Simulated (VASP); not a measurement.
**SiO2 (Stishovite): single point with PBE**

The system is SiO2 (Stishovite).

```
CELL_PARAMETERS angstrom
4.24579 0.00000 0.00000
0.00000 4.24579 0.00000
0.00000 0.00000 2.70890
ATOMIC_POSITIONS crystal
Si 0.00000 0.00000 0.00000
Si 0.50000 0.50000 0.50000
O 0.30590 0.30590 0.00000
O 0.19410 0.80590 0.50000
O 0.69410 0.69410 0.00000
O 0.80590 0.19410 0.50000
```

```json
{"Program": "VASP 6.6.1", "Task": "single point", "Functional": "PBE", "Potentials or basis": "VASP PAW PBE potentials, release 64 (Si, O)", "Cutoff": "520 eV", "k mesh": "6 × 6 × 8", "Occupations": "gaussian, width 0.01 eV", "Spin": "no spin polarisation", "Dipole correction": "no", "Further INCAR settings": "ALGO = Normal; EDIFF = 1e-06; NBANDS = 25"}
```

```
Pressure               : -4.0 GPa
Largest force          : 0.217 eV/Å
Band gap on the k mesh : 4.77 eV, direct
```

Forces on the atoms (eV/Å):
```
Si   0.000  0.000  0.000
Si   0.000  0.000  0.000
O    0.154  0.154  0.000
O   -0.154  0.154  0.000
O   -0.154 -0.154  0.000
O    0.154 -0.154  0.000
```

Stress tensor (GPa, compression positive):
```
-3.55  0.00  0.00
 0.00 -3.55  0.00
 0.00  0.00 -4.78
```

Levels at points of the mesh, in eV from the valence-band top:
```csv
k point,band 14,band 15,band 16,band 17,band 18,band 19
"(0.00, 0.00, 0.00)",-0.85,-0.85,0.00,4.77,6.51,8.10
"(0.50, 0.00, 0.00)",-2.59,-1.02,-1.02,7.10,7.10,8.73
"(0.50, 0.50, 0.00)",-2.57,-2.13,-2.13,6.86,6.86,9.62
"(0.00, 0.00, 0.50)",-2.86,-2.52,-2.52,8.44,8.44,12.17
"(0.50, 0.00, 0.50)",-2.18,-1.65,-1.65,8.25,8.25,9.33
"(0.50, 0.50, 0.50)",-1.68,-1.46,-1.46,6.59,6.59,10.66
```

It took 16 s on 1 thread of Intel(R) Xeon(R) 6975P-C (Granite Rapids) (shared host), peak memory 0.17 GiB.

A k mesh can miss the band edges. As with any semilocal functional, this PBE gap is likely too small.
